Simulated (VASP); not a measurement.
## Cl: single point with PBE

Cl:

```
Cl
1.0
     0.00000    2.56477    2.56477
     2.56477    0.00000    2.56477
     2.56477    2.56477    0.00000
Cl
1
Direct
  0.50000 0.50000 0.50000
```

| Item | Value |
| --- | --- |
| Program | VASP 6.6.1 |
| Task | single point |
| Functional | PBE |
| Potentials or basis | VASP PAW PBE potentials, release 64 (Cl) |
| Cutoff | 520 eV |
| k mesh | 6 × 6 × 6 |
| Occupations | fermi-dirac, width 0.1 eV |
| Spin | no spin polarisation |

- Pressure: -3.4 GPa

Levels at points of the mesh, in eV from the Fermi level:
```csv
k point,band 2,band 3,band 4,band 5,band 6,band 7
"(0.00, 0.00, 0.00)",0.32,0.32,0.32,7.82,13.87,13.87
"(0.50, 0.00, 0.00)",-1.99,0.06,0.06,9.85,13.45,13.45
"(0.50, 0.50, 0.00)",-1.77,-0.44,-0.44,9.21,10.46,15.28
```

Wall time 2.6 s on 1 thread of Intel(R) Xeon(R) 6975P-C (Granite Rapids) (shared host), peak memory 0.14 GiB.

Caveat: an odd number of electrons without spin polarisation forces a metal; a magnetic or distorted state may lie lower.
